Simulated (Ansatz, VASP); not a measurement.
One calculation of TiO2, two programs

File POSCAR:

```
TiO2
1.0
   -1.8323030467      1.8323030467      4.6476569410
    1.8323030467     -1.8323030467      4.6476569410
    1.8323030467      1.8323030467     -4.6476569410
Ti O
2 4
Direct
    0.0000000000      0.0000000000      0.0000000000
    0.7500000000      0.2500000000      0.5000000000
    0.2073045411      0.2073045411      0.0000000000
    0.9573045411      0.4573045411      0.5000000000
    0.5426954589      0.0426954589      0.5000000000
    0.7926954589      0.7926954589      0.0000000000
```

File INCAR.step1:

```
SYSTEM = TiO2
PREC     = Accurate       ! precision mode
ENCUT    = 520            ! plane-wave cutoff, eV
ISMEAR   = 0              ! smearing method
SIGMA    = 0.05           ! smearing width, eV
LREAL    = .FALSE.        ! projectors in reciprocal space
LASPH    = .TRUE.         ! aspherical terms in the spheres
NELM     = 80             ! most SCF steps
NBANDS   = 33             ! bands
GGA      = PE             ! functional
ALGO     = Normal         ! electronic algorithm
EDIFF    = 1E-4           ! SCF threshold, eV
LWAVE    = .TRUE.         ! write WAVECAR
LCHARG   = .FALSE.        ! write CHGCAR
```

The input INCAR.step2:

```
SYSTEM = TiO2
PREC     = Accurate       ! precision mode
ENCUT    = 520            ! plane-wave cutoff, eV
EDIFF    = 1E-6           ! SCF threshold, eV
ISMEAR   = 0              ! smearing method
SIGMA    = 0.05           ! smearing width, eV
LREAL    = .FALSE.        ! projectors in reciprocal space
LASPH    = .TRUE.         ! aspherical terms in the spheres
NELM     = 80             ! most SCF steps
ALGO     = Normal         ! electronic algorithm
ISIF     = 2              ! what is computed and relaxed
LWAVE    = .FALSE.        ! write WAVECAR
LCHARG   = .FALSE.        ! write CHGCAR
METAGGA  = R2SCAN         ! meta-GGA
LMIXTAU  = .TRUE.       
NBANDS   = 33             ! bands
ISTART   = 1
```

Contents of KPOINTS:

```
regular mesh
0
G
  8 8 8
  0 0 0
```

Input for Ansatz:

```yaml
crystal:
  lattice:
    - [-1.8323030467, 1.8323030467, 4.647656941]
    - [1.8323030467, -1.8323030467, 4.647656941]
    - [1.8323030467, 1.8323030467, -4.647656941]
  atoms:
    - { symbol: Ti, position: [0.0, 0.0, 0.0] }
    - { symbol: Ti, position: [0.75, 0.25, 0.5] }
    - { symbol: O, position: [0.2073045411, 0.2073045411, 0.0] }
    - { symbol: O, position: [0.9573045411, 0.4573045411, 0.5] }
    - { symbol: O, position: [0.5426954589, 0.0426954589, 0.5] }
    - { symbol: O, position: [0.7926954589, 0.7926954589, 0.0] }
basis:
  ecutwfc: 500
kpoints:
  mp_grid: { grid: [8, 8, 8] }
hamiltonian:
  xc: r2scan
scf:
  occupations: { method: gaussian, width: 0.05 }
output:
  forces: true
  stress: true
  eigenvalues: true
```

Change from the starting cell: strain -0.030 along x and y, -0.030 along z, atoms carried along.

Alike in both runs: task single point; functional r2SCAN; k mesh 8 × 8 × 8; occupations gaussian, width 0.05 eV; no spin polarisation.

```csv
,VASP,Ansatz
version,VASP 6.6.1,Ansatz 0.2.0
potentials or method,"VASP PAW PBE potentials, release 64 (Ti_sv, O), cutoff 520 eV","scalar-relativistic, plane waves, PAW"
valence electrons in the cell,48,48
```

VASP gave:

```
gap on the k mesh at the Fermi level (eV)                     : 2.83
least direct gap on the mesh (eV)                             : 3.12
pressure (GPa)                                                : 26.8
traceless stress, the component that is largest in VASP (GPa) : 0.67
rms of the force components (eV/Å)                            : 0.299
```

Problem. Which values does Ansatz return?

Solution. gap on the k mesh at the Fermi level (eV): 2.82; least direct gap on the mesh (eV): 3.09; pressure (GPa): 25.2; traceless stress, the component that is largest in VASP (GPa): 0.79; rms of the force components (eV/Å): 0.284.

VASP's potentials were made for PBE, not for r2SCAN. Atom by atom the forces differ by 0.015 eV/Å (rms over components).
